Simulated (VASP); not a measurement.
Write the native input for VASP 6.6.1 that does the following.

```yaml
Task: single point
Functional: LDA
Potentials_or_basis: VASP PAW LDA potentials, release 64 (Fe)
Cutoff: 520 eV
k_mesh: 15 × 15 × 10
Occupations: gaussian, width 0.05 eV
Spin: no spin polarisation
Dipole_correction: no
Further_INCAR_settings: ALGO = Normal; EDIFF = 1e-06; NBANDS = 15
```

The structure of Fe lies in POSCAR:

```
Fe
1.0
    2.4818982858      0.0000000000      0.0000000000
   -1.2409491429      2.1493869651      0.0000000000
    0.0000000000      0.0000000000      3.9172856485
Fe
2
Direct
    0.3333333300      0.6666666700      0.2500000000
    0.6666666700      0.3333333300      0.7500000000
```

The input as run:

INCAR

```
SYSTEM = Fe
PREC = Accurate ; ENCUT = 520
EDIFF = 1E-6 ; ISMEAR = 0
SIGMA = 0.05 ; LREAL = .False.
LASPH = .True. ; NELM = 80
ALGO = Normal ; ISIF = 2
LWAVE = .False. ; LCHARG = .False.
NBANDS = 15
```

KPOINTS

```
Automatic mesh
0
Gamma
  15 15 10
  0 0 0
```

Potentials or basis: VASP PAW LDA potentials, release 64 (Fe).

Run with:

```bash
$ cat potpaw_LDA.64/Fe/POTCAR > POTCAR
$ mpirun -np 1 vasp_std > vasp.out
```

It gave:

| Property | Result |
| --- | --- |
| Pressure | -25.8 GPa |
| Band gap on the k mesh | zero (band 8 reaches 7.28 eV, above the bottom of band 9 at 5.57 eV) |

Caveat: the run has no spin polarisation, though such a crystal can be magnetic.

Run time: 17 s on 1 thread of Intel(R) Xeon(R) 6975P-C (Granite Rapids), with other jobs on the host, peak memory 0.15 GiB.
